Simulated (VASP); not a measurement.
# RbBr (I4/mmm) in VASP: notebook, part 3 of 3

VASP 6.6.1. The steps go on from the part before.

## 5. Single point, LDA (strain -0.080 along x and y, +0.080 along z)

Contents of INCAR:

```
  PREC = Accurate
  ENCUT = 520
  EDIFF = 1E-7
  ISMEAR = 0
  SIGMA = 0.05
  LREAL = False
  LASPH = True
  NELM = 60
  ALGO = Normal
  ISIF = 2
  LWAVE = False
  LCHARG = False
  GGA = CA
  NBANDS = 15
```

Contents of KPOINTS:

```
Automatic mesh
0
Gamma
  6 6 6
```

Contents of POSCAR:

```
RbBr
1.0
    0.0000000000      3.1533000000      3.7017000000
    3.1533000000      0.0000000000      3.7017000000
    3.1533000000      3.1533000000      0.0000000000
Rb Br
1 1
Direct
    0.0000000000      0.0000000000      0.0000000000
    0.5000000000      0.5000000000      0.5000000000
```

Potentials or basis: VASP PAW LDA potentials, release 64 (Rb_sv, Br).

On the command line:

```sh
$ cat potpaw_LDA.64/Rb_sv/POTCAR potpaw_LDA.64/Br/POTCAR > POTCAR
$ mpirun -np 1 vasp_std > vasp.out
```

OUTCAR:

```text
PREC = Accurate
   ENCUT = 520
   EDIFF = 1E-7
   ISMEAR = 0
   LREAL = False
   LASPH = True
   NELM = 60
   ISIF = 2
   GGA = CA

 ion  position               nearest neighbor table
   1  0.000  0.000  0.000-   2 3.15   2 3.15   2 3.15   2 3.15   2 3.70   2 3.70
   2  0.500  0.500  0.500-   1 3.15   1 3.15   1 3.15   1 3.15   1 3.70   1 3.70

  LATTYP: Found a body centered tetragonal cell.
 ALAT       =     4.4594396262
 C/A-ratio  =     1.6601637471

  Lattice vectors:

 A1 = (  -3.1533000000,   0.0000000000,   3.7017000000)
 A2 = (   3.1533000000,   0.0000000000,   3.7017000000)
 A3 = (   0.0000000000,   3.1533000000,  -3.7017000000)

Analysis of symmetry for initial positions (statically):
=====================================================================
 Subroutine PRICEL returns:
 Original cell was already a primitive cell.

 Routine SETGRP: Setting up the symmetry group for a
 body centered tetragonal supercell.

 Subroutine GETGRP returns: Found 16 space group operations
 (whereof 16 operations were pure point group operations)
 out of a pool of 16 trial point group operations.

The static configuration has the point symmetry D_4h.

Analysis of symmetry for dynamics (positions and initial velocities):
=====================================================================
 Subroutine PRICEL returns:
 Original cell was already a primitive cell.

 Routine SETGRP: Setting up the symmetry group for a
 body centered tetragonal supercell.

 Subroutine GETGRP returns: Found 16 space group operations
 (whereof 16 operations were pure point group operations)
 out of a pool of 16 trial point group operations.

The dynamic configuration has the point symmetry D_4h.

 Subroutine INISYM returns: Found 16 space group operations
 (whereof 16 operations are pure point group operations),
 and found     1 'primitive' translations

----------------------------------------------------------------------------------------

                                     Primitive cell

  volume of cell :      73.6142

  direct lattice vectors                    reciprocal lattice vectors
     0.000000000  3.153300000  3.701700000    -0.158564044  0.158564044  0.135073075
     3.153300000  0.000000000  3.701700000     0.158564044 -0.158564044  0.135073075
     3.153300000  3.153300000  0.000000000     0.158564044  0.158564044 -0.135073075

  length of vectors
     4.862703341  4.862703341  4.459439626     0.261782061  0.261782061  0.261782061

  position of ions in fractional coordinates (direct lattice)
     0.000000000  0.000000000  0.000000000
     0.500000000  0.500000000  0.500000000

  ion indices of the primitive-cell ions
   primitive index   ion index
                 1           1
                 2           2

----------------------------------------------------------------------------------------

 KPOINTS: Automatic mesh

Automatic generation of k-mesh.
 Grid dimensions read from file:
 generate k-points for:    6    6    6

 Generating k-lattice:

  Cartesian coordinates                     Fractional coordinates (reciprocal lattice)
    -0.026427341  0.026427341  0.022512179     0.166666667  0.000000000  0.000000000
     0.026427341 -0.026427341  0.022512179     0.000000000  0.166666667  0.000000000
     0.026427341  0.026427341 -0.022512179    -0.000000000 -0.000000000  0.166666667

  Length of vectors
     0.043630344  0.043630344  0.043630344

  Shift w.r.t. Gamma in fractional coordinates (k-lattice)
     0.000000000  0.000000000  0.000000000

 Subroutine IBZKPT returns following result:
 ===========================================

 Found     30 irreducible k-points:

 Following reciprocal coordinates:
            Coordinates               Weight
  0.000000  0.000000  0.000000      1.000000
  0.166667 -0.000000  0.000000      8.000000
  0.333333  0.000000  0.000000      8.000000
  0.500000 -0.000000  0.000000      4.000000
  0.166667  0.166667  0.000000      2.000000
  0.333333  0.166667  0.000000      8.000000
[... 16 lines left out ...]
  0.333333  0.000000  0.333333      4.000000
  0.500000 -0.000000  0.333333     16.000000
 [... further k-points ...]
   k-points           NKPTS =     30   k-points in BZ     NKDIM =     30   number of bands    NBANDS=     15
   number of dos      NEDOS =    301   number of ions     NIONS =      2
   total plane-waves  NPLWV =  46656
   dimension x,y,z NGX =    36 NGY =   36 NGZ =   36
   dimension x,y,z NGXF=    72 NGYF=   72 NGZF=   72
   ions per type =               1   1
   NGX,Y,Z   is equivalent  to a cutoff of  12.31, 12.31, 13.42 a.u.
   NGXF,Y,Z  is equivalent  to a cutoff of  24.62, 24.62, 26.84 a.u.
 SYSTEM =  unknown system
   PREC   = accura    normal or accurate (medium, high low for compatibility)
   ISTART =      0    job   : 0-new  1-cont  2-samecut
   ICHARG =      2    charge: 1-file 2-atom 10-const
   ISPIN  =      1    spin polarized calculation?
   LNONCOLLINEAR =      F non collinear calculations
   LSORBIT =      F    spin-orbit coupling
   LASPH  =      T    aspherical Exc in radial PAW
   ENCUT  =  520.0 eV  38.22 Ry    6.18 a.u.   9.04  9.04  8.29*2*pi/ulx,y,z
   NELM   =     60;   NELMIN=  2; NELMDL= -5     # of ELM steps
   EDIFF  = 0.1E-06   stopping-criterion for ELM
   LREAL  =      F    real-space projection
   EDIFFG = 0.1E-05   stopping-criterion for IOM
   NSW    =      0    number of steps for IOM
   IBRION =     -1    ionic relax: 0-MD 1-quasi-New 2-CG
   NFREE  =      0    steps in history (QN), initial steepest desc. (CG)
   ISIF   =      2    stress and relaxation
   ISYM   =      2    0-nonsym 1-usesym 2-fastsym
   POTIM  = 0.5000    time-step for ionic-motion
   TEBEG  =    0.0;   TEEND  =   0.0 temperature during run
   PSTRESS=    0.0 pullay stress
   NELECT =      16.0000    total number of electrons
   NUPDOWN=      -1.0000    fix difference up-down
   EMIN   =  10.00;   EMAX   =-10.00  energy-range for DOS
   EFERMI =   0.00;   METHOD = LEGACY
   ISMEAR =     0;   SIGMA  =   0.05  broadening in eV -4-tet -1-fermi 0-gaus
   EFERMI_NEDOS =   21; number of points for ismear=-14 and -15
   IALGO  =     38    algorithm
   IMIX   =      4    mixing-type and parameters
     AMIX     =   0.40;   BMIX     =  1.00
     AMIX_MAG =   1.60;   BMIX_MAG =  1.00
  volume/ion in A,a.u.               =      36.81       248.39
  Fermi-wavevector in a.u.,A,eV,Ry     =   0.984300  1.860058 13.181961  0.968847
  Thomas-Fermi vector in A             =   2.115523
   LORBIT       =      0    0 simple, 1 ext, 2 COOP (PROOUT), +10 PAW based schemes
   GGA     = CA    functional components
   LHFCALC =     F    Hartree Fock is set to
   AEXX    =    0.0000 exact exchange contribution
   IVDW    =     0    specifies the selected vdW correction
   LEPSILON=     F    determine dielectric tensor
   LRPA    =     F    only Hartree local field effects (RPA)
 non-spin polarized calculation
 Gauss-broadening in eV      SIGMA  =   0.05
  energy-cutoff  :      520.00
  volume of cell :       73.61
 maximum number of plane-waves:      2022
   NGX = 19   NGY = 19   NGZ = 17

 number of electron      15.9999998 magnetization

 Free energy of the ion-electron system (eV)
  ---------------------------------------------------
  ext. energy  EPLUGINS =         0.00000000
  ---------------------------------------------------
  free energy    TOTEN  =        -6.57193560 eV

  energy without entropy =       -6.57193560  energy(sigma->0) =       -6.57193560

 E-fermi :  -1.1686     XC(G=0):  -8.0579

 val. band max:       -1.4598274425   @ k =   0.0000   0.0000   0.0000
 cond. band min:       2.5137641953   @ k =   0.0000   0.0000   0.0000
 fundamental gap:      3.9735916378
 Fermi energy:        -1.1686055063

 k-point     1 :       0.0000    0.0000    0.0000
  band No.  band energies     occupation
      1     -25.6394      2.00000
      2     -13.9126      2.00000
      3      -9.8371      2.00000
      4      -9.8371      2.00000
      5      -9.7936      2.00000
      6      -1.7087      2.00000
      7      -1.4598      2.00000
      8      -1.4598      2.00000
      9       2.5138      0.00000
     10       4.8215      0.00000
     11       5.8712      0.00000
     12       5.8712      0.00000
     13       6.2809      0.00000
     14       6.9066      0.00000
[... 401 lines left out ...]
      2     -13.8951      2.00000
      3     -10.0560      2.00000
      4      -9.9690      2.00000
      5      -9.8547      2.00000
      6      -2.0985      2.00000
      7      -1.9254      2.00000
      8      -1.8092      2.00000
      9       4.0585      0.00000
     10       5.5659      0.00000
     11       7.2425      0.00000
     12       8.2463      0.00000
     13       8.3519      0.00000
     14       8.8916      0.00000
     15       9.7989      0.00000

 [... further k-points ...]
[... 5 lines left out ...]
  --------------------------------------------------------------------------------------
  -------------------------------------------------------------------------------------
  Total        1.6143421      1.6143421     -0.9784724      0.0000000      0.0000000      0.0000000
  in kB       35.1353566     35.1353566    -21.2959673      0.0000000      0.0000000      0.0000000
  external PRESSURE =      16.3249153 kB  Pullay stress =       0.0000000 kB

 VOLUME and BASIS-vectors are now :
 -----------------------------------------------------------------------------
  energy-cutoff  :      520.00
  volume of cell :       73.61
      direct lattice vectors                 reciprocal lattice vectors
     0.000000000  3.153300000  3.701700000    -0.158564044  0.158564044  0.135073075
     3.153300000  0.000000000  3.701700000     0.158564044 -0.158564044  0.135073075
     3.153300000  3.153300000  0.000000000     0.158564044  0.158564044 -0.135073075

 POSITION                                       TOTAL-FORCE (eV/Angst)
 -----------------------------------------------------------------------------------
      0.00000      0.00000      0.00000         0.000000     -0.000000     -0.000000
      3.15330      3.15330      3.70170        -0.000000      0.000000      0.000000
 -----------------------------------------------------------------------------------
    total drift:                                0.000000      0.000000      0.000000

  FREE ENERGIE OF THE ION-ELECTRON SYSTEM (eV)
  ---------------------------------------------------
  free  energy   TOTEN  =        -6.5719356022 eV

  energy  without entropy=       -6.5719356022  energy(sigma->0) =       -6.57193560
```

OSZICAR:

```text
N       E                     dE             d eps       ncg     rms          rms(c)
DAV:   1     0.800456981195E+02    0.80046E+02   -0.67230E+03   900   0.929E+02
DAV:   2    -0.137191901255E+01   -0.81418E+02   -0.74600E+02  1275   0.166E+02
DAV:   3    -0.664782786145E+01   -0.52759E+01   -0.52517E+01  1217   0.427E+01
DAV:   4    -0.681514359591E+01   -0.16732E+00   -0.16730E+00  1282   0.676E+00
DAV:   5    -0.681665221718E+01   -0.15086E-02   -0.15086E-02  1204   0.631E-01    0.428E+00
DAV:   6    -0.660322847786E+01    0.21342E+00   -0.24822E-01  1054   0.237E+00    0.291E+00
DAV:   7    -0.657150800496E+01    0.31720E-01   -0.10331E-01  1110   0.163E+00    0.115E+00
DAV:   8    -0.657176837833E+01   -0.26037E-03   -0.91059E-03  1064   0.528E-01    0.900E-02
DAV:   9    -0.657186115438E+01   -0.92776E-04   -0.32715E-04  1237   0.108E-01    0.569E-02
DAV:  10    -0.657193507576E+01   -0.73921E-04   -0.96630E-05   995   0.495E-02    0.137E-02
DAV:  11    -0.657193535610E+01   -0.28035E-06   -0.16609E-05  1117   0.218E-02    0.334E-03
DAV:  12    -0.657193560766E+01   -0.25156E-06   -0.17444E-06  1068   0.820E-03    0.101E-03
DAV:  13    -0.657193560216E+01    0.55043E-08   -0.58518E-08   905   0.178E-03
   1 F= -.65719356E+01 E0= -.65719356E+01  d E =-.483472E-18
```

stdout:

```text
POSCAR found type information on POSCAR RbBr
 POSCAR found :  2 types and       2 ions
 scaLAPACK will be used
 LDA part: xc-table for (Slater(with rela. corr.)+CA(PZ))
 , standard interpolation
 POSCAR, INCAR and KPOINTS ok, starting setup
 FFT: planning ... GRIDC
 FFT: planning ... GRID_SOFT
 FFT: planning ... GRID
 WAVECAR not read
 entering main loop
```

Wall time 16 s (1 thread of Intel Xeon 6975P-C (Granite Rapids), shared host); peak memory 0.18 GiB.

What came out:

* Free energy: -6.5719 eV
* Pressure: 1.6 GPa
* Band gap on the k mesh: 3.97 eV, direct

Levels at points of the mesh, in eV from the valence-band top:
```csv
k point,band 4,band 5,band 6,band 7,band 8,band 9,band 10,band 11,band 12,band 13
"(0.00, 0.00, 0.00)",-8.38,-8.33,-0.25,0.00,0.00,3.97,6.28,7.33,7.33,7.74
"(0.50, 0.00, 0.00)",-8.32,-8.18,-1.39,-0.63,-0.62,6.50,7.46,9.49,9.56,9.75
"(0.50, 0.50, 0.00)",-8.44,-8.44,-0.83,-0.10,-0.10,5.17,7.10,8.67,8.95,9.55
"(0.50, 0.00, 0.50)",-8.60,-8.40,-0.43,-0.40,-0.20,5.05,7.04,9.21,9.43,9.63
```

Caveat: the cell differs from its parent crystal (strain -0.080 along x and y, +0.080 along z).

## 6. Single point, LDA (strain +0.000 along x and y, -0.080 along z)

Contents of INCAR:

```
  PREC = Accurate
  ENCUT = 520
  EDIFF = 1E-7
  ISMEAR = 0
  SIGMA = 0.05
  LREAL = F
  LASPH = T
  NELM = 100
  ALGO = Normal
  ISIF = 2
  LWAVE = F
  LCHARG = T
  GGA = CA
  LELF = T
  LVHAR = T
  NBANDS = 15
```

Contents of KPOINTS:

```
regular mesh
0
Gamma
  6 6 6
```

Contents of POSCAR:

```
RbBr
1.0
    0.0000000000      3.4275000000      3.1533000000
    3.4275000000      0.0000000000      3.1533000000
    3.4275000000      3.4275000000      0.0000000000
Rb Br
1 1
Direct
    0.0000000000      0.0000000000      0.0000000000
    0.5000000000      0.5000000000      0.5000000000
```

Potentials or basis: VASP PAW LDA potentials, release 64 (Rb_sv, Br).

On the command line:

```sh
$ cat potpaw_LDA.64/Rb_sv/POTCAR potpaw_LDA.64/Br/POTCAR > POTCAR
$ mpirun -np 1 vasp_std > vasp.out
```

OUTCAR:

```text
PREC = Accurate
   ENCUT = 520
   EDIFF = 1E-7
   ISMEAR = 0
   LREAL = F
   LASPH = T
   NELM = 100
   ISIF = 2
   GGA = CA

 ion  position               nearest neighbor table
   1  0.000  0.000  0.000-   2 3.15   2 3.15   2 3.43   2 3.43   2 3.43   2 3.43
   2  0.500  0.500  0.500-   1 3.15   1 3.15   1 3.43   1 3.43   1 3.43   1 3.43

  LATTYP: Found a body centered tetragonal cell.
 ALAT       =     4.8472169850
 C/A-ratio  =     1.3010764774

  Lattice vectors:

 A1 = (   0.0000000000,  -3.4275000000,  -3.1533000000)
[... 610 lines left out ...]
     10       5.6579      0.00000
     11       7.1664      0.00000
     12       7.8764      0.00000
     13       8.0132      0.00000
     14       8.8864      0.00000
     15       9.3335      0.00000

 [... further k-points ...]
[... 5 lines left out ...]
  --------------------------------------------------------------------------------------
  -------------------------------------------------------------------------------------
  Total       -0.4169629     -0.4169629      1.5673874      0.0000000      0.0000000      0.0000000
  in kB       -9.0169112     -9.0169112     33.8950846      0.0000000      0.0000000      0.0000000
  external PRESSURE =       5.2870874 kB  Pullay stress =       0.0000000 kB

 VOLUME and BASIS-vectors are now :
 -----------------------------------------------------------------------------
  energy-cutoff  :      520.00
  volume of cell :       74.09
      direct lattice vectors                 reciprocal lattice vectors
     0.000000000  3.427500000  3.153300000    -0.145878920  0.145878920  0.158564044
     3.427500000  0.000000000  3.153300000     0.145878920 -0.145878920  0.158564044
     3.427500000  3.427500000  0.000000000     0.145878920  0.145878920 -0.158564044

 POSITION                                       TOTAL-FORCE (eV/Angst)
 -----------------------------------------------------------------------------------
      0.00000      0.00000      0.00000         0.000000     -0.000000      0.000000
      3.42750      3.42750      3.15330         0.000000      0.000000      0.000000
 -----------------------------------------------------------------------------------
    total drift:                                0.000000      0.000000      0.000000

  FREE ENERGIE OF THE ION-ELECTRON SYSTEM (eV)
  ---------------------------------------------------
  free  energy   TOTEN  =        -6.6672918314 eV

  energy  without entropy=       -6.6672918314  energy(sigma->0) =       -6.66729183
```

stdout:

```text
POSCAR found type information on POSCAR RbBr
 POSCAR found :  2 types and       2 ions
 scaLAPACK will be used
 LDA part: xc-table for (Slater(with rela. corr.)+CA(PZ))
 , standard interpolation
 POSCAR, INCAR and KPOINTS ok, starting setup
 FFT: planning ... GRIDC
 FFT: planning ... GRID_SOFT
 FFT: planning ... GRID
 WAVECAR not read
 entering main loop
```

Wall time 18 s (1 thread of Intel Xeon 6975P-C (Granite Rapids), shared host); peak memory 0.18 GiB.

Results:

| Property | Result |
| --- | --- |
| Free energy | -6.6673 eV |
| Pressure | 0.5 GPa |
| Band gap on the k mesh | 4.00 eV, direct |

Levels at points of the mesh, in eV from the valence-band top:
| k point | band 6 | band 7 | band 8 | band 9 | band 10 | band 11 |
| --- | --- | --- | --- | --- | --- | --- |
| (0.00, 0.00, 0.00) | -0.18 | -0.18 | 0.00 | 4.00 | 6.73 | 6.73 |
| (0.50, 0.00, 0.00) | -1.36 | -0.62 | -0.61 | 6.52 | 7.52 | 9.37 |
| (0.50, 0.50, 0.00) | -0.44 | -0.38 | -0.38 | 4.98 | 7.08 | 9.23 |
| (0.50, 0.00, 0.50) | -0.72 | -0.32 | -0.15 | 5.11 | 6.92 | 8.99 |

Caveat: the cell differs from its parent crystal (strain +0.000 along x and y, -0.080 along z).

## 7. The runs side by side

```tsv
cell	gap on the mesh (eV)	pressure (GPa)
a = 4.657, b = 4.657, c = 4.459 Å, angles 61.4, 61.4, 57.2°, 2 atoms	4.28	2.5
a = 4.557, b = 4.557, c = 4.653 Å, angles 59.3, 59.3, 61.4°, 2 atoms	4.30	2.1
a = 4.759, b = 4.759, c = 4.459 Å, angles 62.1, 62.1, 55.9°, 2 atoms	4.11	2.0
a = 4.863, b = 4.863, c = 4.459 Å, angles 62.7, 62.7, 54.6°, 2 atoms	3.97	1.6
a = 4.657, b = 4.657, c = 4.847 Å, angles 58.6, 58.6, 62.7°, 2 atoms	4.00	0.5
```

Alike in all rows: task single point; level LDA; potentials or basis VASP PAW LDA potentials, release 64 (Rb_sv, Br); no spin polarisation; k mesh 6 × 6 × 6; cutoff (eV) 520; smearing gaussian 0.05 eV.

Total energies depend on the potentials used, so only differences within one code and one set of settings carry meaning.
